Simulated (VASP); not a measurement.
# Re (P6_3/mmc) in VASP: relaxation of shape and atoms at fixed volume with r2SCAN

Aim: the relaxation of shape and atoms at fixed volume of Re with r2SCAN.

Everything below comes from runs of VASP 6.6.1. Logs are shortened: lines on timing, memory, paths and dates and some standing lists are left out, and cuts for length are marked.

## Step 1: The cell of the first run

Symmetry: P6_3/mmc, No. 194, hexagonal system. Conventional cell: a = 2.785 Å, b = 2.785 Å, c = 4.506 Å, α = 90.00°, β = 90.00°, γ = 120.00°. Within 3.6 Å of Re (site symmetry -6m2) lie 12 Re at 2.77 to 2.79 Å.

## Step 2: Relaxation of shape and atoms at fixed volume, r2SCAN (15.14 Å³/atom)

Contents of POSCAR:

```
Re
1.0
    2.7853352615      0.0000000000      0.0000000000
   -1.3926676307      2.4121710945      0.0000000000
    0.0000000000      0.0000000000      4.5064376859
Re
2
Direct
    0.3333333333      0.6666666667      0.2500000000
    0.6666666667      0.3333333333      0.7500000000
```

Contents of INCAR.step1:

```
SYSTEM = Re
PREC = Accurate
ENCUT = 600
ISMEAR = 0
SIGMA = 0.1
LREAL = .FALSE.
LASPH = .TRUE.
NELM = 100
GGA = PE
ALGO = Normal
EDIFF = 1E-4
LWAVE = .TRUE.
LCHARG = .FALSE.
```

Contents of INCAR.step2:

```
SYSTEM = Re
PREC = Accurate
ENCUT = 600
EDIFF = 1E-6
ISMEAR = 0
SIGMA = 0.1
LREAL = .FALSE.
LASPH = .TRUE.
NELM = 100
ALGO = Normal
ISIF = 4
LWAVE = .FALSE.
LCHARG = .FALSE.
METAGGA = R2SCAN
LMIXTAU = .TRUE.
IBRION = 2
NSW = 50
EDIFFG = -0.01
ISTART = 1
```

Contents of KPOINTS:

```
regular mesh
0
G
  18 18 10
  0 0 0
```

Potentials or basis: VASP PAW PBE potentials, release 64 (Re).

Command:

```console
> cat potpaw_PBE.64/Re/POTCAR > POTCAR
> cp INCAR.step1 INCAR
> mpirun -np 1 vasp_std > vasp.out
> cp INCAR.step2 INCAR
> mpirun -np 1 vasp_std > vasp.out
```

OUTCAR:

```text
SYSTEM = Re
   PREC = Accurate
   ENCUT = 600
   EDIFF = 1E-6
   ISMEAR = 0
   LREAL = .FALSE.
   LASPH = .TRUE.
   NELM = 100
   ISIF = 4
   METAGGA = R2SCAN
   IBRION = 2
   NSW = 50
   EDIFFG = -0.01
   ISTART = 1

 ion  position               nearest neighbor table
   1  0.333  0.667  0.250-   2 2.77   2 2.77   2 2.77   2 2.77   2 2.77   2 2.77
   2  0.667  0.333  0.750-   1 2.77   1 2.77   1 2.77   1 2.77   1 2.77   1 2.77

  LATTYP: Found a hexagonal cell.
 ALAT       =     2.7853352615
 C/A-ratio  =     1.6179157131

  Lattice vectors:

 A1 = (   2.7853352615,   0.0000000000,   0.0000000000)
 A2 = (  -1.3926676307,   2.4121710945,   0.0000000000)
 A3 = (   0.0000000000,   0.0000000000,   4.5064376859)

Analysis of symmetry for initial positions (statically):
=====================================================================
 Subroutine PRICEL returns:
 Original cell was already a primitive cell.

 Routine SETGRP: Setting up the symmetry group for a
 hexagonal supercell.

 Subroutine GETGRP returns: Found 24 space group operations
 (whereof 12 operations were pure point group operations)
 out of a pool of 24 trial point group operations.

The static configuration has the point symmetry D_3d.
 The point group associated with its full space group is D_6h.

Analysis of symmetry for dynamics (positions and initial velocities):
=====================================================================
 Subroutine PRICEL returns:
 Original cell was already a primitive cell.

 Routine SETGRP: Setting up the symmetry group for a
 hexagonal supercell.

 Subroutine GETGRP returns: Found 24 space group operations
 (whereof 12 operations were pure point group operations)
 out of a pool of 24 trial point group operations.

The dynamic configuration has the point symmetry D_3d.
 The point group associated with its full space group is D_6h.

 Subroutine INISYM returns: Found 24 space group operations
 (whereof 12 operations are pure point group operations),
 and found     1 'primitive' translations

----------------------------------------------------------------------------------------

                                     Primitive cell

  volume of cell :      30.2774

  direct lattice vectors                    reciprocal lattice vectors
     2.785335262  0.000000000  0.000000000     0.359023208  0.207282146  0.000000000
    -1.392667631  2.412171095  0.000000000     0.000000000  0.414564291  0.000000000
     0.000000000  0.000000000  4.506437686     0.000000000  0.000000000  0.221904766

  length of vectors
     2.785335262  2.785335261  4.506437686     0.414564291  0.414564291  0.221904766

  position of ions in fractional coordinates (direct lattice)
     0.333333333  0.666666667  0.250000000
     0.666666667  0.333333333  0.750000000

  ion indices of the primitive-cell ions
   primitive index   ion index
                 1           1
                 2           2

----------------------------------------------------------------------------------------

 KPOINTS: regular mesh

Automatic generation of k-mesh.
 Grid dimensions read from file:
 generate k-points for:   18   18   10

 Generating k-lattice:

  Cartesian coordinates                     Fractional coordinates (reciprocal lattice)
     0.019945734  0.011515675  0.000000000     0.055555556  0.000000000  0.000000000
     0.000000000  0.023031350  0.000000000     0.000000000  0.055555556  0.000000000
     0.000000000  0.000000000  0.022190477     0.000000000  0.000000000  0.100000000

  Length of vectors
     0.023031350  0.023031350  0.022190477

  Shift w.r.t. Gamma in fractional coordinates (k-lattice)
     0.000000000  0.000000000  0.000000000

 Subroutine IBZKPT returns following result:
 ===========================================

 Found    222 irreducible k-points:

 Following reciprocal coordinates:
            Coordinates               Weight
  0.000000  0.000000  0.000000      1.000000
  0.055556  0.000000  0.000000      6.000000
  0.111111  0.000000  0.000000      6.000000
  0.166667  0.000000  0.000000      6.000000
  0.222222  0.000000  0.000000      6.000000
  0.277778  0.000000  0.000000      6.000000
[... 16 lines left out ...]
  0.333333  0.111111  0.000000     12.000000
  0.388889  0.111111  0.000000     12.000000
 [... further k-points ...]
   k-points           NKPTS =    222   k-points in BZ     NKDIM =    222   number of bands    NBANDS=     11
   number of dos      NEDOS =    301   number of ions     NIONS =      2
   total plane-waves  NPLWV =  20736
   dimension x,y,z NGX =    24 NGY =   24 NGZ =   36
   dimension x,y,z NGXF=    48 NGYF=   48 NGZF=   72
   ions per type =               2
   NGX,Y,Z   is equivalent  to a cutoff of  14.32, 14.32, 13.28 a.u.
   NGXF,Y,Z  is equivalent  to a cutoff of  28.65, 28.65, 26.56 a.u.
 SYSTEM =  Re
   PREC   = accura    normal or accurate (medium, high low for compatibility)
   ISTART =      1    job   : 0-new  1-cont  2-samecut
   ICHARG =      0    charge: 1-file 2-atom 10-const
   ISPIN  =      1    spin polarized calculation?
   LNONCOLLINEAR =      F non collinear calculations
   LSORBIT =      F    spin-orbit coupling
   LASPH  =      T    aspherical Exc in radial PAW
   ENCUT  =  600.0 eV  44.10 Ry    6.64 a.u.   5.56  5.56  9.00*2*pi/ulx,y,z
   NELM   =    100;   NELMIN=  2; NELMDL=  0     # of ELM steps
   EDIFF  = 0.1E-05   stopping-criterion for ELM
   LREAL  =      F    real-space projection
   EDIFFG = -.1E-01   stopping-criterion for IOM
   NSW    =     50    number of steps for IOM
   IBRION =      2    ionic relax: 0-MD 1-quasi-New 2-CG
   NFREE  =      1    steps in history (QN), initial steepest desc. (CG)
   ISIF   =      4    stress and relaxation
   ISYM   =      2    0-nonsym 1-usesym 2-fastsym
   POTIM  = 0.5000    time-step for ionic-motion
   TEBEG  =    0.0;   TEEND  =   0.0 temperature during run
   PSTRESS=    0.0 pullay stress
   NELECT =      14.0000    total number of electrons
   NUPDOWN=      -1.0000    fix difference up-down
   EMIN   =  10.00;   EMAX   =-10.00  energy-range for DOS
   EFERMI =   0.00;   METHOD = LEGACY
   ISMEAR =     0;   SIGMA  =   0.10  broadening in eV -4-tet -1-fermi 0-gaus
   EFERMI_NEDOS =   21; number of points for ismear=-14 and -15
   IALGO  =     38    algorithm
   IMIX   =      4    mixing-type and parameters
     AMIX     =   0.40;   BMIX     =  1.00
     AMIX_MAG =   1.60;   BMIX_MAG =  1.00
  volume/ion in A,a.u.               =      15.14       102.16
  Fermi-wavevector in a.u.,A,eV,Ry     =   1.265934  2.392269 21.804558  1.602590
  Thomas-Fermi vector in A             =   2.399162
   LORBIT       =      0    0 simple, 1 ext, 2 COOP (PROOUT), +10 PAW based schemes
   METAGGA = R2SCAN    functional components
   LHFCALC =     F    Hartree Fock is set to
   AEXX    =    0.0000 exact exchange contribution
   IVDW    =     0    specifies the selected vdW correction
   LEPSILON=     F    determine dielectric tensor
   LRPA    =     F    only Hartree local field effects (RPA)
 conjugate gradient relaxation of ions
 non-spin polarized calculation
 Gauss-broadening in eV      SIGMA  =   0.10
  energy-cutoff  :      600.00
  volume of cell :       30.28
 maximum number of plane-waves:      1038
 NGX is ok and might be reduce to    24
   NGX = 11   NGY = 11   NGZ = 19

 number of electron      14.0000000 magnetization

 Free energy of the ion-electron system (eV)
  ---------------------------------------------------
  ext. energy  EPLUGINS =         0.00000000
  ---------------------------------------------------
  free energy    TOTEN  =      -104.87583689 eV

  energy without entropy =     -104.86798695  energy(sigma->0) =     -104.87191192

 E-fermi :   7.3226     XC(G=0): -14.8142

 val. band max:        7.3199119294   @ k =   0.3333   0.1667   0.4000
 cond. band min:       7.3262807600   @ k =   0.3889   0.0556   0.4000
 fundamental gap:      0.0063688306
 Fermi energy:         7.3225980169

 k-point     1 :       0.0000    0.0000    0.0000
  band No.  band energies     occupation
      1      -2.8089      2.00000
      2       0.6160      2.00000
      3       5.7451      2.00000
      4       5.7941      2.00000
      5       5.7941      2.00000
      6       6.6134      2.00000
      7       6.6134      2.00000
      8       7.5710      0.00044
      9       7.5710      0.00044
     10       7.8048      0.00000
     11      10.7246      0.00000

 k-point     2 :       0.0556    0.0000    0.0000
  band No.  band energies     occupation
      1      -2.6801      2.00000
      2       0.7369      2.00000
      3       5.4042      2.00000
      4       5.9103      2.00000
      5       6.0907      2.00000
      6       6.5209      2.00000
      7       6.7230      2.00000
      8       7.2410      1.75157
      9       7.4731      0.03328
     10       7.5730      0.00040
     11      10.7889      0.00000

 k-point     3 :       0.1111    0.0000    0.0000
  band No.  band energies     occupation
      1      -2.3044      2.00000
      2       1.0772      2.00000
      3       4.9750      2.00000
      4       6.2136      2.00000
      5       6.2550      2.00000
      6       6.2939      2.00000
      7       6.4983      2.00000
      8       7.0469      1.99990
      9       7.2152      1.87112
     10       7.3759      0.45079
     11      10.9492      0.00000
[... 267 lines left out ...]
 k-point    23 :       0.3333    0.1111    0.0000
  band No.  band energies     occupation
      1       1.4092      2.00000
      2       2.0060      2.00000
      3       2.4528      2.00000
      4       4.5336      2.00000
      5       5.3073      2.00000
      6       6.1636      2.00000
      7       6.3449      2.00000
      8       9.6042      0.00000
      9      10.6658      0.00000
     10      11.3834      0.00000
     11      11.9608      0.00000

 k-point    24 :       0.3889    0.1111    0.0000
  band No.  band energies     occupation
      1       1.6614      2.00000
      2       1.8292      2.00000
      3       2.1876      2.00000
      4       4.9344      2.00000
      5       5.2857      2.00000
      6       5.9244      2.00000
      7       6.6792      2.00000
      8      10.5277      0.00000
      9      11.1375      0.00000
     10      11.4010      0.00000
     11      12.9552      0.00000

 [... further k-points ...]

------------------------ aborting loop because EDIFF is reached ----------------------------------------

  FORCE on cell =-STRESS in cart. coord.  units (eV):
  Direction    XX          YY          ZZ          XY          YZ          ZX
  --------------------------------------------------------------------------------------
  -------------------------------------------------------------------------------------
  Total       -2.0319122     -2.0319122     -2.0590003     -0.0000000     -0.0000000      0.0000000
  in kB     -107.5218096   -107.5218096   -108.9552182     -0.0000000     -0.0000000      0.0000000
  external PRESSURE =    -107.9996125 kB  Pullay stress =       0.0000000 kB

 VOLUME and BASIS-vectors are now :
 -----------------------------------------------------------------------------
  energy-cutoff  :      600.00
  volume of cell :       30.28
      direct lattice vectors                 reciprocal lattice vectors
     2.785335262  0.000000000  0.000000000     0.359023208  0.207282146  0.000000000
    -1.392667631  2.412171095  0.000000000     0.000000000  0.414564291  0.000000000
     0.000000000  0.000000000  4.506437686     0.000000000  0.000000000  0.221904766

 POSITION                                       TOTAL-FORCE (eV/Angst)
 -----------------------------------------------------------------------------------
     -0.00000      1.60811      1.12661        -0.000000      0.000000      0.000000
      1.39267      0.80406      3.37983         0.000000     -0.000000      0.000000
 -----------------------------------------------------------------------------------
    total drift:                               -0.000000      0.000000     -0.000000

  FREE ENERGIE OF THE ION-ELECTRON SYSTEM (eV)
  ---------------------------------------------------
  free  energy   TOTEN  =      -104.8758368875 eV

  energy  without entropy=     -104.8679869534  energy(sigma->0) =     -104.87191192

 reached required accuracy - stopping structural energy minimisation
```

Wall time 2.1 min (1 thread of Intel Xeon 6975P-C (Granite Rapids), shared host); peak memory 0.23 GiB.

Results:

```
Free energy             : -104.8758 eV
Pressure after relaxing : -10.8 GPa
Band gap on the k mesh  : zero (bands 7 and 8 overlap by 3.03 eV)
```

Final structure:
```
Re
1.0
     2.78534    0.00000    0.00000
    -1.39267    2.41217    0.00000
     0.00000    0.00000    4.50644
Re
2
Direct
  0.33333 0.66667 0.25000
  0.66667 0.33333 0.75000
```

Levels at points of the mesh, in eV from the Fermi level:
| k point | band 3 | band 4 | band 5 | band 6 | band 7 | band 8 | band 9 | band 10 | band 11 |
| --- | --- | --- | --- | --- | --- | --- | --- | --- | --- |
| (0.00, 0.00, 0.00) | -1.58 | -1.53 | -1.53 | -0.71 | -0.71 | 0.25 | 0.25 | 0.48 | 3.40 |
| (0.50, 0.00, 0.00) | -5.26 | -1.87 | -1.84 | -1.40 | -0.62 | 3.97 | 4.35 | 4.49 | 6.03 |
| (0.00, 0.00, 0.50) | -2.42 | -2.42 | -1.66 | -1.66 | -1.66 | -1.66 | 2.57 | 2.57 | 2.57 |
| (0.50, 0.00, 0.50) | -4.10 | -4.10 | 0.45 | 0.45 | 0.86 | 0.86 | 4.27 | 4.29 | 4.76 |

Caveat: the PAW data sets were made with another functional, which shifts forces and pressure a little; spin-orbit coupling is left out, which moves the levels of the heavy elements.
